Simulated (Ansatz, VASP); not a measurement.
# Two plane-wave programs on Mg3Be

```xyz
4
Lattice="0.0000 3.3372 3.3372 3.3372 0.0000 3.3372 3.3372 3.3372 0.0000" Properties=species:S:1:pos:R:3 pbc="T T T"
Mg    5.0059    5.0059    5.0059
Mg    1.6686    1.6686    1.6686
Mg    0.0000    0.0000    0.0000
Be    3.3372    3.3372    3.3372
```

Alike in both runs: functional PBE; k mesh 6 × 6 × 6; occupations gaussian, width 0.1 eV; no spin polarisation.

Ansatz relaxed the structure, and its values are those at the end. VASP's run is a single point on that final structure, the one shown.

|  | VASP | Ansatz |
| --- | --- | --- |
| version | VASP 6.6.1 | Ansatz 0.2.0 |
| potentials or method | VASP PAW PBE potentials, release 64 (Mg, Be), cutoff 520 eV | scalar-relativistic, plane waves, PAW |
| valence electrons in the cell | 8 | 32 |

Ansatz gave:

* gap on the k mesh at the Fermi level (eV): none
* pressure (GPa): -0.1

Question: Estimate VASP's values.

Answer: gap on the k mesh at the Fermi level (eV): none; pressure (GPa): -0.2.

A gap of «none» marks a metal or a gap that the smearing closes. VASP's potentials hold 8 valence electrons a cell and Ansatz's 32, so a difference there can come from the potentials and not from the codes.
